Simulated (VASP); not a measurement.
# Pt in VASP: a series of runs

Runs on Pt. Level: PBEsol. Tasks: single point.

All numbers are computed with VASP 6.6.1; they aren't measurements. Logs are shortened: lines on timing, memory, paths and dates and some standing lists are left out, and cuts for length are marked.

**1. The cell of the first run**

The structure is tetragonal, space group I4/mmm (No. 139). Conventional cell: a = 3.168 Å, b = 3.168 Å, c = 3.215 Å, α = 90.00°, β = 90.00°, γ = 90.00°. Pt (site symmetry 4/mmm) has 14 Pt at 2.76 to 3.21 Å within 3.6 Å.

**2. Single point, PBEsol (strain +0.015 along x and y, +0.030 along z)**

INCAR

```
PREC = Accurate
ENCUT = 520
EDIFF = 1E-6
ISMEAR = 0
SIGMA = 0.15
LREAL = F
LASPH = T
NELM = 60
ALGO = Fast
ISIF = 2
LWAVE = F
LCHARG = F
GGA = PS
NBANDS = 11
```

KPOINTS

```
Automatic mesh
0
Gamma
  26 26 26
```

POSCAR

```
Pt
1.0
   -1.5838776602      1.5838776602      1.6072847192
    1.5838776602     -1.5838776602      1.6072847192
    1.5838776602      1.5838776602     -1.6072847192
Pt
1
Direct
    0.0000000000      0.0000000000      0.0000000000
```

Potentials or basis: VASP PAW PBE potentials, release 64 (Pt).

Started as:

```
> cat potpaw_PBE.64/Pt/POTCAR > POTCAR
> mpirun -np 1 vasp_std > vasp.out
```

OUTCAR:

```text
PREC = Accurate
   ENCUT = 520
   EDIFF = 1E-6
   ISMEAR = 0
   LREAL = F
   LASPH = T
   NELM = 60
   ISIF = 2
   GGA = PS

 ion  position               nearest neighbor table
   1  0.000  0.000  0.000-

  LATTYP: Found a body centered tetragonal cell.
 ALAT       =     3.1677553204
 C/A-ratio  =     1.0147783251

  Lattice vectors:

 A1 = (  -1.5838776602,   1.5838776602,   1.6072847192)
 A2 = (   1.5838776602,  -1.5838776602,   1.6072847192)
 A3 = (   1.5838776602,   1.5838776602,  -1.6072847192)

Analysis of symmetry for initial positions (statically):
=====================================================================
 Subroutine PRICEL returns:
 Original cell was already a primitive cell.

 Routine SETGRP: Setting up the symmetry group for a
 body centered tetragonal supercell.

 Subroutine GETGRP returns: Found 16 space group operations
 (whereof 16 operations were pure point group operations)
 out of a pool of 16 trial point group operations.

The static configuration has the point symmetry D_4h.

Analysis of symmetry for dynamics (positions and initial velocities):
=====================================================================
 Subroutine PRICEL returns:
 Original cell was already a primitive cell.

 Routine SETGRP: Setting up the symmetry group for a
 body centered tetragonal supercell.

 Subroutine GETGRP returns: Found 16 space group operations
 (whereof 16 operations were pure point group operations)
 out of a pool of 16 trial point group operations.

The dynamic configuration has the point symmetry D_4h.

 Subroutine INISYM returns: Found 16 space group operations
 (whereof 16 operations are pure point group operations),
 and found     1 'primitive' translations

----------------------------------------------------------------------------------------

                                     Primitive cell

  volume of cell :      16.1286

  direct lattice vectors                    reciprocal lattice vectors
    -1.583877660  1.583877660  1.607284719     0.000000000  0.315680947  0.311083652
     1.583877660 -1.583877660  1.607284719     0.315680947  0.000000000  0.311083652
     1.583877660  1.583877660 -1.607284719     0.315680947  0.315680947  0.000000000

  length of vectors
     2.756936897  2.756936897  2.756936897     0.443201420  0.443201420  0.446440277

  position of ions in fractional coordinates (direct lattice)
     0.000000000  0.000000000  0.000000000

  ion indices of the primitive-cell ions
   primitive index   ion index
[... 76 lines left out ...]
   NSW    =      0    number of steps for IOM
   IBRION =     -1    ionic relax: 0-MD 1-quasi-New 2-CG
   NFREE  =      0    steps in history (QN), initial steepest desc. (CG)
   ISIF   =      2    stress and relaxation
   ISYM   =      2    0-nonsym 1-usesym 2-fastsym
   POTIM  = 0.5000    time-step for ionic-motion
   TEBEG  =    0.0;   TEEND  =   0.0 temperature during run
   PSTRESS=    0.0 pullay stress
   NELECT =      10.0000    total number of electrons
   NUPDOWN=      -1.0000    fix difference up-down
   EMIN   =  10.00;   EMAX   =-10.00  energy-range for DOS
   EFERMI =   0.00;   METHOD = LEGACY
   ISMEAR =     0;   SIGMA  =   0.15  broadening in eV -4-tet -1-fermi 0-gaus
   EFERMI_NEDOS =   21; number of points for ismear=-14 and -15
   IALGO  =     68    algorithm
   IMIX   =      4    mixing-type and parameters
     AMIX     =   0.40;   BMIX     =  1.00
     AMIX_MAG =   1.60;   BMIX_MAG =  1.00
  volume/ion in A,a.u.               =      16.13       108.84
  Fermi-wavevector in a.u.,A,eV,Ry     =   1.395970  2.638001 26.514118  1.948733
  Thomas-Fermi vector in A             =   2.519370
   LORBIT       =      0    0 simple, 1 ext, 2 COOP (PROOUT), +10 PAW based schemes
   GGA     = PS    functional components
   LHFCALC =     F    Hartree Fock is set to
   AEXX    =    0.0000 exact exchange contribution
   IVDW    =     0    specifies the selected vdW correction
   LEPSILON=     F    determine dielectric tensor
   LRPA    =     F    only Hartree local field effects (RPA)
 non-spin polarized calculation
 RMM-DIIS sequential band-by-band and
 Gauss-broadening in eV      SIGMA  =   0.15
  energy-cutoff  :      520.00
  volume of cell :       16.13
 maximum number of plane-waves:       448
 NGX is ok and might be reduce to    24
   NGX = 11   NGY = 11   NGZ = 11

 number of electron      10.0000000 magnetization

 number of electron       9.9999999 magnetization

 Free energy of the ion-electron system (eV)
  ---------------------------------------------------
  ext. energy  EPLUGINS =         0.00000000
  ---------------------------------------------------
  free energy    TOTEN  =        -6.81475180 eV

  energy without entropy =       -6.80414470  energy(sigma->0) =       -6.80944825

 E-fermi :   9.6704     XC(G=0): -13.2264

 val. band max:        9.6696216984   @ k =  -0.4231   0.4615   0.4231
 cond. band min:       9.6705348369   @ k =  -0.4231  -0.4231   0.2308
 fundamental gap:      0.0009131386
 Fermi energy:         9.6704209936

 k-point     1 :       0.0000    0.0000    0.0000
  band No.  band energies     occupation
      1       0.3036      2.00000
      2       6.2404      2.00000
      3       6.2404      2.00000
      4       6.3590      2.00000
      5       8.6376      2.00000
      6       8.7902      2.00000
      7      26.5617      0.00000
      8      26.8356      0.00000
      9      26.8356      0.00000
     10      36.3326      0.00000
     11      36.4260      0.00000
[... 309 lines left out ...]
 k-point    24 :       0.3846    0.0385    0.0000
  band No.  band energies     occupation
      1       3.2948      2.00000
      2       5.0594      2.00000
      3       8.0183      2.00000
      4       8.6081      2.00000
      5       9.0793      2.00000
      6      10.2728      0.00000
      7      17.7198      0.00000
      8      23.4278      0.00000
      9      26.2187      0.00000
     10      33.2961      0.00000
     11      33.5805      0.00000

 [... further k-points ...]
[... 5 lines left out ...]
  --------------------------------------------------------------------------------------
  -------------------------------------------------------------------------------------
  Total       -1.4773927     -1.4773927     -1.3524448      0.0000000     -0.0000000      0.0000000
  in kB     -146.7609313   -146.7609313   -134.3488812      0.0000000     -0.0000000      0.0000000
  external PRESSURE =    -142.6235812 kB  Pullay stress =       0.0000000 kB

 VOLUME and BASIS-vectors are now :
 -----------------------------------------------------------------------------
  energy-cutoff  :      520.00
  volume of cell :       16.13
      direct lattice vectors                 reciprocal lattice vectors
    -1.583877660  1.583877660  1.607284719     0.000000000  0.315680947  0.311083652
     1.583877660 -1.583877660  1.607284719     0.315680947  0.000000000  0.311083652
     1.583877660  1.583877660 -1.607284719     0.315680947  0.315680947  0.000000000

 POSITION                                       TOTAL-FORCE (eV/Angst)
 -----------------------------------------------------------------------------------
      0.00000      0.00000      0.00000         0.000000      0.000000      0.000000
 -----------------------------------------------------------------------------------
    total drift:                               -0.000000      0.000000      0.000000

  FREE ENERGIE OF THE ION-ELECTRON SYSTEM (eV)
  ---------------------------------------------------
  free  energy   TOTEN  =        -6.8147518028 eV

  energy  without entropy=       -6.8041447006  energy(sigma->0) =       -6.80944825
```

stdout:

```text
POSCAR found type information on POSCAR Pt
 POSCAR found :  1 types and       1 ions
 scaLAPACK will be used
 -----------------------------------------------------------------------------
|                                                                             |
|                                                                             |
|     You enforced a specific xc type in the INCAR file but a different       |
|     I HOPE YOU KNOW WHAT YOU ARE DOING!                                     |
|                                                                             |
 -----------------------------------------------------------------------------

 LDA part: xc-table for (Slater+PW92), standard interpolation
 POSCAR, INCAR and KPOINTS ok, starting setup
 FFT: planning ... GRIDC
 FFT: planning ... GRID_SOFT
 FFT: planning ... GRID
 WAVECAR not read
 entering main loop
```

Run time: 65 s. Hardware: 1 thread of Intel Xeon 6975P-C (Granite Rapids), shared host; peak memory 0.35 GiB.

What came out:

```
Free energy            : -6.8148 eV
Pressure               : -14.3 GPa
Band gap on the k mesh : zero (band 5 reaches 10.65 eV, above the bottom of band 6 at 8.60 eV)
```

Caveat: the cell differs from its parent crystal (strain +0.015 along x and y, +0.030 along z); the PAW data sets were made with another functional, which shifts forces and pressure a little; spin-orbit coupling is left out, which moves the levels of the heavy elements.

**3. Single point, PBEsol (strain +0.030 along x and y, +0.015 along z)**

INCAR

```
SYSTEM = Pt
ALGO = Fast
EDIFF = 1E-6
ENCUT = 520
GGA = PS
ISIF = 2
ISMEAR = 0
LASPH = .TRUE.
LCHARG = .FALSE.
LREAL = .FALSE.
LWAVE = .FALSE.
NBANDS = 11
NELM = 60
PREC = Accurate
SIGMA = 0.15
```

KPOINTS

```
k-points
0
G
  26 26 26
  0 0 0
```

POSCAR

```
Pt
1.0
   -1.6072847192      1.6072847192      1.5838776602
    1.6072847192     -1.6072847192      1.5838776602
    1.6072847192      1.6072847192     -1.5838776602
Pt
1
Direct
    0.0000000000      0.0000000000      0.0000000000
```

Potentials or basis: VASP PAW PBE potentials, release 64 (Pt).

Started as:

```
> cat potpaw_PBE.64/Pt/POTCAR > POTCAR
> mpirun -np 1 vasp_std > vasp.out
```

OUTCAR:

```text
SYSTEM = Pt
   EDIFF = 1E-6
   ENCUT = 520
   GGA = PS
   ISIF = 2
   ISMEAR = 0
   LASPH = .TRUE.
   LREAL = .FALSE.
   NELM = 60
   PREC = Accurate

 ion  position               nearest neighbor table
   1  0.000  0.000  0.000-

  LATTYP: Found a body centered tetragonal cell.
 ALAT       =     3.2145694384
 C/A-ratio  =     0.9854368932

  Lattice vectors:

 A1 = (  -1.6072847192,   1.6072847192,   1.5838776602)
 A2 = (   1.6072847192,  -1.6072847192,   1.5838776602)
 A3 = (   1.6072847192,   1.6072847192,  -1.5838776602)

Analysis of symmetry for initial positions (statically):
=====================================================================
 Subroutine PRICEL returns:
 Original cell was already a primitive cell.

 Routine SETGRP: Setting up the symmetry group for a
 body centered tetragonal supercell.

 Subroutine GETGRP returns: Found 16 space group operations
 (whereof 16 operations were pure point group operations)
 out of a pool of 16 trial point group operations.

The static configuration has the point symmetry D_4h.

Analysis of symmetry for dynamics (positions and initial velocities):
=====================================================================
 Subroutine PRICEL returns:
 Original cell was already a primitive cell.

 Routine SETGRP: Setting up the symmetry group for a
 body centered tetragonal supercell.

 Subroutine GETGRP returns: Found 16 space group operations
 (whereof 16 operations were pure point group operations)
 out of a pool of 16 trial point group operations.

The dynamic configuration has the point symmetry D_4h.

 Subroutine INISYM returns: Found 16 space group operations
 (whereof 16 operations are pure point group operations),
 and found     1 'primitive' translations

----------------------------------------------------------------------------------------

                                     Primitive cell
[... 109 lines left out ...]
     AMIX_MAG =   1.60;   BMIX_MAG =  1.00
  volume/ion in A,a.u.               =      16.37       110.45
  Fermi-wavevector in a.u.,A,eV,Ry     =   1.389160  2.625133 26.256071  1.929767
  Thomas-Fermi vector in A             =   2.513218
   LORBIT       =      0    0 simple, 1 ext, 2 COOP (PROOUT), +10 PAW based schemes
   GGA     = PS    functional components
   LHFCALC =     F    Hartree Fock is set to
   AEXX    =    0.0000 exact exchange contribution
   IVDW    =     0    specifies the selected vdW correction
   LEPSILON=     F    determine dielectric tensor
   LRPA    =     F    only Hartree local field effects (RPA)
 non-spin polarized calculation
 RMM-DIIS sequential band-by-band and
 Gauss-broadening in eV      SIGMA  =   0.15
  energy-cutoff  :      520.00
  volume of cell :       16.37
 maximum number of plane-waves:       456
 NGX is ok and might be reduce to    24
   NGX = 11   NGY = 11   NGZ = 11

 number of electron      10.0000000 magnetization

 Free energy of the ion-electron system (eV)
  ---------------------------------------------------
  ext. energy  EPLUGINS =         0.00000000
  ---------------------------------------------------
  free energy    TOTEN  =        -6.79165736 eV

  energy without entropy =       -6.78076152  energy(sigma->0) =       -6.78620944

 E-fermi :   9.4174     XC(G=0): -13.1409

 val. band max:        9.4128042083   @ k =  -0.2692   0.3462   0.1154
 cond. band min:       9.4180728665   @ k =  -0.1923   0.3462   0.1154
 fundamental gap:      0.0052686581
 Fermi energy:         9.4174476053

 k-point     1 :       0.0000    0.0000    0.0000
  band No.  band energies     occupation
      1       0.1988      2.00000
      2       6.0241      2.00000
      3       6.1421      2.00000
      4       6.1421      2.00000
      5       8.4074      2.00000
      6       8.5613      2.00000
      7      26.3964      0.00000
      8      26.3964      0.00000
      9      26.6754      0.00000
     10      35.9926      0.00000
     11      36.0880      0.00000
[... 309 lines left out ...]
 k-point    24 :       0.3846    0.0385    0.0000
  band No.  band energies     occupation
      1       3.1905      2.00000
      2       4.8295      2.00000
      3       7.8530      2.00000
      4       8.5110      2.00000
      5       8.8647      2.00000
      6      10.0092      0.00000
      7      17.4352      0.00000
      8      23.0483      0.00000
      9      25.6083      0.00000
     10      32.7094      0.00000
     11      33.0690      0.00000

 [... further k-points ...]
[... 5 lines left out ...]
  --------------------------------------------------------------------------------------
  -------------------------------------------------------------------------------------
  Total       -1.6958101     -1.6958101     -1.8264874      0.0000000      0.0000000      0.0000000
  in kB     -166.0047620   -166.0047620   -178.7969107      0.0000000      0.0000000      0.0000000
  external PRESSURE =    -170.2688116 kB  Pullay stress =       0.0000000 kB

 VOLUME and BASIS-vectors are now :
 -----------------------------------------------------------------------------
  energy-cutoff  :      520.00
  volume of cell :       16.37
      direct lattice vectors                 reciprocal lattice vectors
    -1.607284719  1.607284719  1.583877660     0.000000000  0.311083652  0.315680947
     1.607284719 -1.607284719  1.583877660     0.311083652  0.000000000  0.315680947
     1.607284719  1.607284719 -1.583877660     0.311083652  0.311083652  0.000000000

 POSITION                                       TOTAL-FORCE (eV/Angst)
 -----------------------------------------------------------------------------------
      0.00000      0.00000      0.00000         0.000000     -0.000000      0.000000
 -----------------------------------------------------------------------------------
    total drift:                                0.000000      0.000000     -0.000000

  FREE ENERGIE OF THE ION-ELECTRON SYSTEM (eV)
  ---------------------------------------------------
  free  energy   TOTEN  =        -6.7916573589 eV

  energy  without entropy=       -6.7807615219  energy(sigma->0) =       -6.78620944
```

OSZICAR:

```text
N       E                     dE             d eps       ncg     rms          rms(c)
DAV:   1     0.383880912849E+02    0.38388E+02   -0.53006E+03 29996   0.837E+02
DAV:   2    -0.661973599994E+01   -0.45008E+02   -0.43018E+02 33152   0.173E+02
DAV:   3    -0.723375327446E+01   -0.61402E+00   -0.60964E+00 34219   0.192E+01
DAV:   4    -0.723616564700E+01   -0.24124E-02   -0.24122E-02 34005   0.142E+00
DAV:   5    -0.723618565812E+01   -0.20011E-04   -0.20011E-04 34644   0.121E-01    0.102E+01
RMM:   6    -0.682714870413E+01    0.40904E+00   -0.44005E-01 29330   0.551E+00    0.518E+00
RMM:   7    -0.679500819299E+01    0.32141E-01   -0.58962E-02 30686   0.218E+00    0.232E+00
RMM:   8    -0.679209197562E+01    0.29162E-02   -0.76362E-03 31717   0.767E-01    0.639E-01
RMM:   9    -0.679164151642E+01    0.45046E-03   -0.10597E-03 33599   0.278E-01    0.331E-02
RMM:  10    -0.679165681538E+01   -0.15299E-04   -0.14414E-04 33836   0.912E-02    0.390E-02
RMM:  11    -0.679165671385E+01    0.10153E-06   -0.11915E-05 34453   0.265E-02    0.117E-02
RMM:  12    -0.679165735892E+01   -0.64508E-06   -0.29887E-06 28604   0.114E-02
   1 F= -.67916574E+01 E0= -.67862094E+01  d E =-.108958E-01
```

Run time: 65 s. Hardware: 1 thread of Intel Xeon 6975P-C (Granite Rapids), shared host; peak memory 0.35 GiB.

Results:

* Free energy: -6.7917 eV
* Pressure: -17.0 GPa
* Band gap on the k mesh: zero (band 5 reaches 10.36 eV, above the bottom of band 6 at 8.38 eV)

Levels at points of the mesh, in eV from the Fermi level:
```
           k point  band 1  band 2  band 3  band 4  band 5  band 6  band 7  band 8  band 9  band 10
(0.00, 0.00, 0.00)   -9.22   -3.39   -3.28   -3.28   -1.01   -0.86   16.98   16.98   17.26    26.58
(0.50, 0.00, 0.00)   -6.27   -4.71   -1.08   -0.60    0.33    0.97    6.00   13.15   15.38    23.93
(0.50, 0.50, 0.00)   -6.29   -4.58   -1.22   -0.68    0.24    0.95    5.87   13.32   15.72    23.57
(0.50, 0.50, 0.50)   -5.75   -5.75    0.46    0.46    0.50    7.37    7.37    7.81   12.19    18.34
```

Caveat: the cell differs from its parent crystal (strain +0.030 along x and y, +0.015 along z); the PAW data sets were made with another functional, which shifts forces and pressure a little; spin-orbit coupling is left out, which moves the levels of the heavy elements.

(Continued in part 2 of 2.)
